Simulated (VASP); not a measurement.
# SiC (I-4m2) in VASP: a series of runs

Runs on SiC. Level: PBE. Tasks: single point.

All numbers are computed with VASP 6.6.1; they aren't measurements. Logs are shortened: lines on timing, memory, paths and dates and some standing lists are left out, and cuts for length are marked.

### Step 1. The cell of the first run

The structure is tetragonal, space group I-4m2 (No. 119). The conventional cell has a = 3.246 Å, b = 3.246 Å, c = 3.902 Å, α = 90.00°, β = 90.00°, γ = 90.00°. Within 2.5 Å of Si (site symmetry -4m2) lie 4 C at 1.89 Å. Within 2.5 Å of C (site symmetry -4m2) lie 4 Si at 1.89 Å.

### Step 2. Single point, PBE

INCAR

```
PREC = Accurate
ENCUT = 520
EDIFF = 1E-6
ISMEAR = 0
SIGMA = 0.05
LREAL = F
LASPH = T
NELM = 80
ALGO = Normal
ISIF = 2
LWAVE = F
LCHARG = T
GGA = PE
LELF = T
LVHAR = T
NBANDS = 11
```

KPOINTS

```
regular mesh
0
Gamma
  4 4 4
```

POSCAR

```
SiC
1.0
    0.0000000000      2.2950204754      1.9507674041
    2.2950204754      0.0000000000      1.9507674041
    2.2950204754      2.2950204754      0.0000000000
Si C
1 1
Direct
    0.0000000000      0.0000000000      0.0000000000
    0.7500000000      0.7500000000      0.7500000000
```

Potentials or basis: VASP PAW PBE potentials, release 64 (Si, C).

Run with:

```
cat potpaw_PBE.64/Si/POTCAR potpaw_PBE.64/C/POTCAR > POTCAR
mpirun -np 1 vasp_std > vasp.out
```

OUTCAR:

```text
PREC = Accurate
   ENCUT = 520
   EDIFF = 1E-6
   ISMEAR = 0
   LREAL = F
   LASPH = T
   NELM = 80
   ISIF = 2
   GGA = PE

 ion  position               nearest neighbor table
   1  0.000  0.000  0.000-   2 1.89   2 1.89   2 1.89   2 1.89
   2  0.750  0.750  0.750-   1 1.89   1 1.89   1 1.89   1 1.89

  LATTYP: Found a body centered tetragonal cell.
 ALAT       =     3.2456490822
 C/A-ratio  =     1.2020815280

  Lattice vectors:

 A1 = (   0.0000000000,  -2.2950204754,  -1.9507674041)
 A2 = (   0.0000000000,   2.2950204754,  -1.9507674041)
 A3 = (   2.2950204754,   0.0000000000,   1.9507674041)

Analysis of symmetry for initial positions (statically):
=====================================================================
 Subroutine PRICEL returns:
 Original cell was already a primitive cell.

 Routine SETGRP: Setting up the symmetry group for a
 body centered tetragonal supercell.

 Subroutine GETGRP returns: Found  8 space group operations
 (whereof  8 operations were pure point group operations)
 out of a pool of 16 trial point group operations.

The static configuration has the point symmetry D_2d.

Analysis of symmetry for dynamics (positions and initial velocities):
=====================================================================
 Subroutine PRICEL returns:
 Original cell was already a primitive cell.

 Routine SETGRP: Setting up the symmetry group for a
 body centered tetragonal supercell.

 Subroutine GETGRP returns: Found  8 space group operations
 (whereof  8 operations were pure point group operations)
 out of a pool of 16 trial point group operations.

The dynamic configuration has the point symmetry D_2d.

 Subroutine INISYM returns: Found  8 space group operations
 (whereof  8 operations are pure point group operations),
 and found     1 'primitive' translations

----------------------------------------------------------------------------------------

                                     Primitive cell

  volume of cell :      20.5498

  direct lattice vectors                    reciprocal lattice vectors
     0.000000000  2.295020475  1.950767404    -0.217862980  0.217862980  0.256309388
     2.295020475  0.000000000  1.950767404     0.217862980 -0.217862980  0.256309388
     2.295020475  2.295020475  0.000000000     0.217862980  0.217862980 -0.256309388

  length of vectors
     3.012077763  3.012077763  3.245649082     0.400778067  0.400778067  0.400778067
[... 75 lines left out ...]
   ISIF   =      2    stress and relaxation
   ISYM   =      2    0-nonsym 1-usesym 2-fastsym
   POTIM  = 0.5000    time-step for ionic-motion
   TEBEG  =    0.0;   TEEND  =   0.0 temperature during run
   PSTRESS=    0.0 pullay stress
   NELECT =       8.0000    total number of electrons
   NUPDOWN=      -1.0000    fix difference up-down
   EMIN   =  10.00;   EMAX   =-10.00  energy-range for DOS
   EFERMI =   0.00;   METHOD = LEGACY
   ISMEAR =     0;   SIGMA  =   0.05  broadening in eV -4-tet -1-fermi 0-gaus
   EFERMI_NEDOS =   21; number of points for ismear=-14 and -15
   IALGO  =     38    algorithm
   IMIX   =      4    mixing-type and parameters
     AMIX     =   0.40;   BMIX     =  1.00
     AMIX_MAG =   1.60;   BMIX_MAG =  1.00
  volume/ion in A,a.u.               =      10.27        69.34
  Fermi-wavevector in a.u.,A,eV,Ry     =   1.195369  2.258920 19.441458  1.428907
  Thomas-Fermi vector in A             =   2.331336
   LORBIT       =      0    0 simple, 1 ext, 2 COOP (PROOUT), +10 PAW based schemes
   GGA     = PE    functional components
   LHFCALC =     F    Hartree Fock is set to
   AEXX    =    0.0000 exact exchange contribution
   IVDW    =     0    specifies the selected vdW correction
   LEPSILON=     F    determine dielectric tensor
   LRPA    =     F    only Hartree local field effects (RPA)
 non-spin polarized calculation
 Gauss-broadening in eV      SIGMA  =   0.05
  energy-cutoff  :      520.00
  volume of cell :       20.55
 maximum number of plane-waves:       563
 NGX is ok and might be reduce to    24
   NGX = 11   NGY = 11   NGZ = 13

 number of electron       8.0000000 magnetization

 Free energy of the ion-electron system (eV)
  ---------------------------------------------------
  ext. energy  EPLUGINS =         0.00000000
  ---------------------------------------------------
  free energy    TOTEN  =       -14.70595504 eV

  energy without entropy =      -14.70537424  energy(sigma->0) =      -14.70566464

 E-fermi :   8.8504     XC(G=0): -11.4133

 val. band max:        8.8180766810   @ k =   0.5000   0.5000   0.0000
 cond. band min:       8.8826727981   @ k =   0.0000   0.0000   0.0000
 fundamental gap:      0.0645961171
 Fermi energy:         8.8503747396

 k-point     1 :       0.0000    0.0000    0.0000
  band No.  band energies     occupation
      1      -7.2254      2.00000
      2       8.0190      2.00000
      3       8.0190      2.00000
      4       8.8827      0.36097
      5      14.4495      0.00000
      6      15.3734      0.00000
      7      15.8681      0.00000
      8      15.8681      0.00000
      9      20.4109      0.00000
     10      23.5155      0.00000
     11      23.6982      0.00000
[... 155 lines left out ...]
 k-point    13 :      -0.2500    0.2500    0.5000
  band No.  band energies     occupation
      1      -2.1089      2.00000
      2       0.9098      2.00000
      3       3.0513      2.00000
      4       3.4503      2.00000
      5      15.1982      0.00000
      6      18.7796      0.00000
      7      18.8990      0.00000
      8      20.5817      0.00000
      9      21.8819      0.00000
     10      24.5147      0.00000
     11      26.5524      0.00000

------------------------ aborting loop because EDIFF is reached ----------------------------------------

  FORCE on cell =-STRESS in cart. coord.  units (eV):
  Direction    XX          YY          ZZ          XY          YZ          ZX
  --------------------------------------------------------------------------------------
  -------------------------------------------------------------------------------------
  Total       -0.8358444     -0.8358444      2.6095870      0.0000000     -0.0000000      0.0000000
  in kB      -65.1669509    -65.1669509    203.4575187      0.0000000     -0.0000000      0.0000000
  external PRESSURE =      24.3745389 kB  Pullay stress =       0.0000000 kB

 VOLUME and BASIS-vectors are now :
 -----------------------------------------------------------------------------
  energy-cutoff  :      520.00
  volume of cell :       20.55
      direct lattice vectors                 reciprocal lattice vectors
     0.000000000  2.295020475  1.950767404    -0.217862980  0.217862980  0.256309388
     2.295020475  0.000000000  1.950767404     0.217862980 -0.217862980  0.256309388
     2.295020475  2.295020475  0.000000000     0.217862980  0.217862980 -0.256309388

 POSITION                                       TOTAL-FORCE (eV/Angst)
 -----------------------------------------------------------------------------------
      0.00000      0.00000      0.00000        -0.000000     -0.000000      0.000000
      3.44253      3.44253      2.92615         0.000000      0.000000     -0.000000
 -----------------------------------------------------------------------------------
    total drift:                                0.000000      0.000000     -0.000000

  FREE ENERGIE OF THE ION-ELECTRON SYSTEM (eV)
  ---------------------------------------------------
  free  energy   TOTEN  =       -14.7059550401 eV

  energy  without entropy=      -14.7053742371  energy(sigma->0) =      -14.70566464
```

OSZICAR:

```text
N       E                     dE             d eps       ncg     rms          rms(c)
DAV:   1     0.307835620342E+01    0.30784E+01   -0.40415E+03   294   0.612E+02
DAV:   2    -0.160234840184E+02   -0.19102E+02   -0.18461E+02   371   0.110E+02
DAV:   3    -0.166110584482E+02   -0.58757E+00   -0.58640E+00   362   0.157E+01
DAV:   4    -0.166128959867E+02   -0.18375E-02   -0.18374E-02   319   0.110E+00
DAV:   5    -0.166129037609E+02   -0.77742E-05   -0.77739E-05   363   0.680E-02    0.882E+00
DAV:   6    -0.147631563182E+02    0.18497E+01   -0.64060E+00   304   0.115E+01    0.386E+00
DAV:   7    -0.147136303028E+02    0.49526E-01   -0.41433E-01   359   0.368E+00    0.177E+00
DAV:   8    -0.147075515168E+02    0.60788E-02   -0.40690E-02   316   0.114E+00    0.302E-01
DAV:   9    -0.147059238085E+02    0.16277E-02   -0.11660E-02   331   0.520E-01    0.131E-01
DAV:  10    -0.147059095835E+02    0.14225E-04   -0.50419E-04   316   0.140E-01    0.630E-02
DAV:  11    -0.147059560012E+02   -0.46418E-04   -0.69714E-05   337   0.646E-02    0.935E-03
DAV:  12    -0.147059545794E+02    0.14219E-05   -0.79890E-06   333   0.142E-02    0.586E-03
DAV:  13    -0.147059550401E+02   -0.46067E-06   -0.69399E-07   249   0.570E-03
   1 F= -.14705955E+02 E0= -.14705665E+02  d E =-.580803E-03
```

It took 12 s on 1 thread of AMD EPYC 7R13, shared host; peak memory 0.1 GiB.

What came out:

| Item | Value |
| --- | --- |
| Free energy | -14.7060 eV |
| Pressure | 2.4 GPa |
| Band gap on the k mesh | zero (band 4 reaches 8.88 eV, above the bottom of band 5 at 8.82 eV) |

Stress tensor (GPa, compression positive):
```
-6.52  0.00  0.00
 0.00 -6.52  0.00
 0.00  0.00 20.35
```

Caveat: the k points lie up to 0.63 Å⁻¹ apart.

(Part 1 of 3 ends here.)
